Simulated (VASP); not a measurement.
# HgTe (rocksalt type) (Fm-3m) in VASP: further runs

HgTe (rocksalt type) is run at these levels: PBE; tasks: single point, relaxation of cell and atoms.

All numbers are computed with VASP 6.6.1; they aren't measurements. Logs are shortened: lines on timing, memory, paths and dates and some standing lists are left out, and cuts for length are marked.

### 1 The cell of the first run

The structure is cubic, space group Fm-3m (No. 225). Conventional cell: a = 6.019 Å, b = 6.019 Å, c = 6.019 Å, α = 90.00°, β = 90.00°, γ = 90.00°. Within 4.0 Å of Hg (site symmetry m-3m) lie 6 Te at 3.01 Å. Within 4.0 Å of Te (site symmetry m-3m) lie 6 Hg at 3.01 Å.

### 2 Single point, PBE (27.26 Å³/atom)

INCAR

```
  ALGO = Normal
  EDIFF = 1E-7
  ENCUT = 520
  GGA = PE
  ISIF = 2
  ISMEAR = -1
  LASPH = True
  LCHARG = False
  LREAL = False
  LWAVE = False
  NBANDS = 16
  NELM = 100
  PREC = Accurate
  SIGMA = 0.1
```

KPOINTS

```
k-points
0
Gamma
  12 12 12
```

POSCAR

```
HgTe
1.0
    0.0000000000      3.0095156090      3.0095156090
    3.0095156090      0.0000000000      3.0095156090
    3.0095156090      3.0095156090      0.0000000000
Hg Te
1 1
Direct
    0.0000000000      0.0000000000      0.0000000000
    0.5000000000      0.5000000000      0.5000000000
```

Potentials or basis: VASP PAW PBE potentials, release 64 (Hg, Te).

Started as:

```bash
$ cat potpaw_PBE.64/Hg/POTCAR potpaw_PBE.64/Te/POTCAR > POTCAR
$ mpirun -np 1 vasp_std > vasp.out
```

OUTCAR:

```text
EDIFF = 1E-7
   ENCUT = 520
   GGA = PE
   ISIF = 2
   ISMEAR = -1
   LASPH = True
   LREAL = False
   NELM = 100
   PREC = Accurate

 ion  position               nearest neighbor table
   1  0.000  0.000  0.000-   2 3.01   2 3.01   2 3.01   2 3.01   2 3.01   2 3.01
   2  0.500  0.500  0.500-   1 3.01   1 3.01   1 3.01   1 3.01   1 3.01   1 3.01

  LATTYP: Found a face centered cubic cell.
 ALAT       =     6.0190312180

  Lattice vectors:

 A1 = (   0.0000000000,   3.0095156090,   3.0095156090)
 A2 = (   3.0095156090,   0.0000000000,   3.0095156090)
 A3 = (   3.0095156090,   3.0095156090,   0.0000000000)

Analysis of symmetry for initial positions (statically):
=====================================================================
 Subroutine PRICEL returns:
 Original cell was already a primitive cell.

 Routine SETGRP: Setting up the symmetry group for a
 face centered cubic supercell.

 Subroutine GETGRP returns: Found 48 space group operations
 (whereof 48 operations were pure point group operations)
 out of a pool of 48 trial point group operations.

The static configuration has the point symmetry O_h .

Analysis of symmetry for dynamics (positions and initial velocities):
=====================================================================
 Subroutine PRICEL returns:
 Original cell was already a primitive cell.

 Routine SETGRP: Setting up the symmetry group for a
 face centered cubic supercell.

 Subroutine GETGRP returns: Found 48 space group operations
 (whereof 48 operations were pure point group operations)
 out of a pool of 48 trial point group operations.

The dynamic configuration has the point symmetry O_h .

 Subroutine INISYM returns: Found 48 space group operations
 (whereof 48 operations are pure point group operations),
 and found     1 'primitive' translations

----------------------------------------------------------------------------------------

                                     Primitive cell

  volume of cell :      54.5155

  direct lattice vectors                    reciprocal lattice vectors
     0.000000000  3.009515609  3.009515609    -0.166139693  0.166139693  0.166139693
     3.009515609  0.000000000  3.009515609     0.166139693 -0.166139693  0.166139693
     3.009515609  3.009515609  0.000000000     0.166139693  0.166139693 -0.166139693

  length of vectors
     4.256097790  4.256097790  4.256097790     0.287762390  0.287762390  0.287762390

  position of ions in fractional coordinates (direct lattice)
     0.000000000  0.000000000  0.000000000
     0.500000000  0.500000000  0.500000000

  ion indices of the primitive-cell ions
   primitive index   ion index
                 1           1
                 2           2

----------------------------------------------------------------------------------------

 KPOINTS: k-points

Automatic generation of k-mesh.
 Grid dimensions read from file:
 generate k-points for:   12   12   12

 Generating k-lattice:

  Cartesian coordinates                     Fractional coordinates (reciprocal lattice)
    -0.013844974  0.013844974  0.013844974     0.083333333  0.000000000  0.000000000
     0.013844974 -0.013844974  0.013844974     0.000000000  0.083333333  0.000000000
     0.013844974  0.013844974 -0.013844974     0.000000000  0.000000000  0.083333333

  Length of vectors
     0.023980199  0.023980199  0.023980199

  Shift w.r.t. Gamma in fractional coordinates (k-lattice)
     0.000000000  0.000000000  0.000000000

 Subroutine IBZKPT returns following result:
 ===========================================

 Found     72 irreducible k-points:

 Following reciprocal coordinates:
            Coordinates               Weight
  0.000000  0.000000  0.000000      1.000000
  0.083333  0.000000  0.000000      8.000000
  0.166667  0.000000  0.000000      8.000000
  0.250000  0.000000  0.000000      8.000000
  0.333333  0.000000  0.000000      8.000000
  0.416667  0.000000  0.000000      8.000000
[... 16 lines left out ...]
  0.500000  0.166667  0.000000     24.000000
 -0.416667  0.166667  0.000000     24.000000
 [... further k-points ...]
   k-points           NKPTS =     72   k-points in BZ     NKDIM =     72   number of bands    NBANDS=     16
   number of dos      NEDOS =    301   number of ions     NIONS =      2
   total plane-waves  NPLWV =  32768
   dimension x,y,z NGX =    32 NGY =   32 NGZ =   32
   dimension x,y,z NGXF=    64 NGYF=   64 NGZF=   64
   ions per type =               1   1
   NGX,Y,Z   is equivalent  to a cutoff of  12.50, 12.50, 12.50 a.u.
   NGXF,Y,Z  is equivalent  to a cutoff of  25.00, 25.00, 25.00 a.u.
 SYSTEM =  unknown system
   PREC   = accura    normal or accurate (medium, high low for compatibility)
   ISTART =      0    job   : 0-new  1-cont  2-samecut
   ICHARG =      2    charge: 1-file 2-atom 10-const
   ISPIN  =      1    spin polarized calculation?
   LNONCOLLINEAR =      F non collinear calculations
   LSORBIT =      F    spin-orbit coupling
   LASPH  =      T    aspherical Exc in radial PAW
   ENCUT  =  520.0 eV  38.22 Ry    6.18 a.u.   7.91  7.91  7.91*2*pi/ulx,y,z
   NELM   =    100;   NELMIN=  2; NELMDL= -5     # of ELM steps
   EDIFF  = 0.1E-06   stopping-criterion for ELM
   LREAL  =      F    real-space projection
   EDIFFG = 0.1E-05   stopping-criterion for IOM
   NSW    =      0    number of steps for IOM
   IBRION =     -1    ionic relax: 0-MD 1-quasi-New 2-CG
   NFREE  =      0    steps in history (QN), initial steepest desc. (CG)
   ISIF   =      2    stress and relaxation
   ISYM   =      2    0-nonsym 1-usesym 2-fastsym
   POTIM  = 0.5000    time-step for ionic-motion
   TEBEG  =    0.0;   TEEND  =   0.0 temperature during run
   PSTRESS=    0.0 pullay stress
   NELECT =      18.0000    total number of electrons
   NUPDOWN=      -1.0000    fix difference up-down
   EMIN   =  10.00;   EMAX   =-10.00  energy-range for DOS
   EFERMI =   0.00;   METHOD = LEGACY
   ISMEAR =    -1;   SIGMA  =   0.10  broadening in eV -4-tet -1-fermi 0-gaus
   EFERMI_NEDOS =   21; number of points for ismear=-14 and -15
   IALGO  =     38    algorithm
   IMIX   =      4    mixing-type and parameters
     AMIX     =   0.40;   BMIX     =  1.00
     AMIX_MAG =   1.60;   BMIX_MAG =  1.00
  volume/ion in A,a.u.               =      27.26       183.94
  Fermi-wavevector in a.u.,A,eV,Ry     =   1.131512  2.138247 17.419795  1.280319
  Thomas-Fermi vector in A             =   2.268211
   LORBIT       =      0    0 simple, 1 ext, 2 COOP (PROOUT), +10 PAW based schemes
   GGA     = PE    functional components
   LHFCALC =     F    Hartree Fock is set to
   AEXX    =    0.0000 exact exchange contribution
   IVDW    =     0    specifies the selected vdW correction
   LEPSILON=     F    determine dielectric tensor
   LRPA    =     F    only Hartree local field effects (RPA)
 non-spin polarized calculation
  energy-cutoff  :      520.00
  volume of cell :       54.52
 maximum number of plane-waves:      1484
   NGX = 15   NGY = 15   NGZ = 15

 number of electron      18.0000001 magnetization

 Free energy of the ion-electron system (eV)
  ---------------------------------------------------
  ext. energy  EPLUGINS =         0.00000000
  ---------------------------------------------------
  free energy    TOTEN  =        -3.32439210 eV

  energy without entropy =       -3.28588718  energy(sigma->0) =       -3.30513964

 E-fermi :   4.8439     XC(G=0): -10.0668

 val. band max:        4.8423293017   @ k =   0.3333   0.0000   0.0000
 cond. band min:       4.8585388006   @ k =   0.5000   0.0833   0.0000
 fundamental gap:      0.0162094988
 Fermi energy:         4.8439388600

 k-point     1 :       0.0000    0.0000    0.0000
  band No.  band energies     occupation
      1      -7.4687      2.00000
      2      -2.0080      2.00000
      3      -2.0080      2.00000
      4      -1.9470      2.00000
      5      -1.9470      2.00000
      6      -1.9470      2.00000
[... 8 lines left out ...]
     15      12.7219      0.00000
     16      12.7219      0.00000

 k-point     2 :       0.0833    0.0000    0.0000
  band No.  band energies     occupation
      1      -7.4036      2.00000
      2      -2.0330      2.00000
      3      -2.0330      2.00000
      4      -1.9559      2.00000
      5      -1.9376      2.00000
      6      -1.9376      2.00000
[... 8 lines left out ...]
     15      12.8472      0.00000
     16      12.8472      0.00000

 k-point     3 :       0.1667    0.0000    0.0000
  band No.  band energies     occupation
      1      -7.2142      2.00000
      2      -2.1059      2.00000
      3      -2.1059      2.00000
      4      -1.9876      2.00000
      5      -1.9055      2.00000
      6      -1.9055      2.00000
[... 8 lines left out ...]
     15      13.1881      0.00000
     16      13.1881      0.00000

 k-point     4 :       0.2500    0.0000    0.0000
  band No.  band energies     occupation
      1      -6.9214      2.00000
      2      -2.2035      2.00000
      3      -2.2035      2.00000
      4      -2.0597      2.00000
      5      -1.8584      2.00000
      6      -1.8584      2.00000
[... 8 lines left out ...]
     15      13.7439      0.00000
     16      13.7439      0.00000
[... 324 lines left out ...]
 k-point    22 :       0.4167    0.1667    0.0000
  band No.  band energies     occupation
      1      -6.4048      2.00000
      2      -2.3385      2.00000
      3      -2.1956      2.00000
      4      -2.1064      2.00000
      5      -1.7973      2.00000
      6      -1.7586      2.00000
[... 8 lines left out ...]
     15      15.9014      0.00000
     16      16.1526      0.00000

 k-point    23 :       0.5000    0.1667    0.0000
  band No.  band energies     occupation
      1      -6.1922      2.00000
      2      -2.3146      2.00000
      3      -2.2802      2.00000
      4      -2.1849      2.00000
      5      -1.7572      2.00000
      6      -1.7449      2.00000
[... 8 lines left out ...]
     15      16.0559      0.00000
     16      16.5318      0.00000

 k-point    24 :      -0.4167    0.1667    0.0000
  band No.  band energies     occupation
      1      -6.1461      2.00000
      2      -2.3817      2.00000
      3      -2.3344      2.00000
      4      -2.1397      2.00000
      5      -1.7587      2.00000
      6      -1.7332      2.00000
[... 8 lines left out ...]
     15      15.1005      0.00000
     16      15.6885      0.00000

 [... further k-points ...]

------------------------ aborting loop because EDIFF is reached ----------------------------------------

  FORCE on cell =-STRESS in cart. coord.  units (eV):
  Direction    XX          YY          ZZ          XY          YZ          ZX
  --------------------------------------------------------------------------------------
  -------------------------------------------------------------------------------------
  Total        1.2055325      1.2055325      1.2055325     -0.0000000      0.0000000     -0.0000000
  in kB       35.4298814     35.4298814     35.4298814     -0.0000000      0.0000000     -0.0000000
  external PRESSURE =      35.4298814 kB  Pullay stress =       0.0000000 kB

 VOLUME and BASIS-vectors are now :
 -----------------------------------------------------------------------------
  energy-cutoff  :      520.00
  volume of cell :       54.52
      direct lattice vectors                 reciprocal lattice vectors
     0.000000000  3.009515609  3.009515609    -0.166139693  0.166139693  0.166139693
     3.009515609  0.000000000  3.009515609     0.166139693 -0.166139693  0.166139693
     3.009515609  3.009515609  0.000000000     0.166139693  0.166139693 -0.166139693

 POSITION                                       TOTAL-FORCE (eV/Angst)
 -----------------------------------------------------------------------------------
      0.00000      0.00000      0.00000         0.000000      0.000000      0.000000
      3.00952      3.00952      3.00952         0.000000      0.000000      0.000000
 -----------------------------------------------------------------------------------
    total drift:                                0.000000     -0.000000     -0.000000

  FREE ENERGIE OF THE ION-ELECTRON SYSTEM (eV)
  ---------------------------------------------------
  free  energy   TOTEN  =        -3.3243921039 eV

  energy  without entropy=       -3.2858871768  energy(sigma->0) =       -3.30513964
```

Run time: 61 s. Hardware: 1 thread of Intel Xeon 8259CL, shared host; peak memory 0.22 GiB.

What came out:

```yaml
Free_energy: -3.3244 eV
Pressure: 3.5 GPa
Band_gap_on_the_k_mesh: zero (bands 9 and 10 overlap by 2.74 eV)
```

Levels at points of the mesh, in eV from the Fermi level:
```tsv
k point	band 6	band 7	band 8	band 9	band 10	band 11	band 12	band 13
(0.00, 0.00, 0.00)	-6.79	-0.78	-0.75	-0.75	-0.75	7.66	7.66	7.66
(0.50, 0.00, 0.00)	-6.60	-5.67	0.32	0.32	2.60	3.89	3.91	3.91
(0.50, 0.50, 0.00)	-5.86	-4.52	-2.80	-2.42	-2.42	4.80	9.39	9.39
```

Caveat: the cell stands under pressure; spin-orbit coupling is left out, which moves the levels of the heavy elements.

### 3 Single point, PBE

This run uses another cell than the first one, of 29.00 Å³/atom.

INCAR

```
PREC = Accurate ; ENCUT = 520
EDIFF = 1E-7 ; ISMEAR = -1
SIGMA = 0.1 ; LREAL = False
LASPH = True ; NELM = 60
ALGO = Normal ; ISIF = 2
LWAVE = False ; LCHARG = True
GGA = PE ; LELF = True
LVHAR = True ; NBANDS = 16
```

KPOINTS

```
regular mesh
0
Gamma
  12 12 12
```

POSCAR

```
HgTe
1.0
    0.0000000000      3.0722318152      3.0722318152
    3.0722318152      0.0000000000      3.0722318152
    3.0722318152      3.0722318152      0.0000000000
Hg Te
1 1
Direct
    0.0000000000      0.0000000000      0.0000000000
    0.5000000000      0.5000000000      0.5000000000
```

Potentials or basis: VASP PAW PBE potentials, release 64 (Hg, Te).

Started as:

```bash
$ cat potpaw_PBE.64/Hg/POTCAR potpaw_PBE.64/Te/POTCAR > POTCAR
$ mpirun -np 1 vasp_std > vasp.out
```

Wall time 70 s (1 thread of Intel Xeon 8259CL, shared host); peak memory 0.22 GiB.

It converged, with:

```yaml
Free_energy: -3.3629 eV
Pressure: 0.1 GPa
Band_gap_on_the_k_mesh: zero (bands 9 and 10 overlap by 2.43 eV)
```

Levels at points of the mesh, in eV from the Fermi level:
```
           k point  band 5  band 6  band 7  band 8  band 9  band 10  band 11  band 12  band 13  band 14
(0.00, 0.00, 0.00)   -6.56   -6.56   -1.04   -0.66   -0.66    -0.66     7.63     7.63     7.63     7.73
(0.50, 0.00, 0.00)   -6.40   -6.40   -5.40    0.26    0.26     2.67     3.58     4.00     4.00    10.31
(0.50, 0.50, 0.00)   -6.33   -5.79   -4.10   -2.70   -2.17    -2.17     4.89     9.04     9.04     9.53
```

Caveat: spin-orbit coupling is left out, which moves the levels of the heavy elements.

### 4 Single point, PBE (29.00 Å³/atom)

This run uses another cell than the first one, of 29.00 Å³/atom.

INCAR

```
SYSTEM = HgTe
  ALGO = Normal
  EDIFF = 1E-6
  ENCUT = 520
  GGA = PE
  ISIF = 2
  ISMEAR = -1
  LASPH = .True.
  LCHARG = .False.
  LREAL = .False.
  LWAVE = .False.
  NBANDS = 16
  NELM = 60
  PREC = Accurate
  SIGMA = 0.1
```

KPOINTS

```
k-points
0
Gamma
  12 12 12
  0 0 0
```

POSCAR is that of step 3.

Started as:

```bash
$ cat potpaw_PBE.64/Hg/POTCAR potpaw_PBE.64/Te/POTCAR > POTCAR
$ mpirun -np 1 vasp_std > vasp.out
```

It took 52 s on 1 thread of Intel Xeon 8259CL, shared host; peak memory 0.22 GiB.

Results (log left out):

| Quantity | Value |
| --- | --- |
| Free energy | -3.3629 eV |
| Pressure | 0.1 GPa |
| Band gap on the k mesh | zero (bands 9 and 10 overlap by 2.43 eV) |

Levels at points of the mesh, in eV from the Fermi level:
```csv
k point,band 6,band 7,band 8,band 9,band 10,band 11,band 12,band 13
"(0.00, 0.00, 0.00)",-6.56,-1.04,-0.66,-0.66,-0.66,7.63,7.63,7.63
"(0.50, 0.00, 0.00)",-6.40,-5.40,0.26,0.26,2.67,3.58,4.00,4.00
"(0.50, 0.50, 0.00)",-5.79,-4.10,-2.70,-2.17,-2.17,4.89,9.04,9.04
```

Caveat: spin-orbit coupling is left out, which moves the levels of the heavy elements.

(Continued in part 2 of 2.)
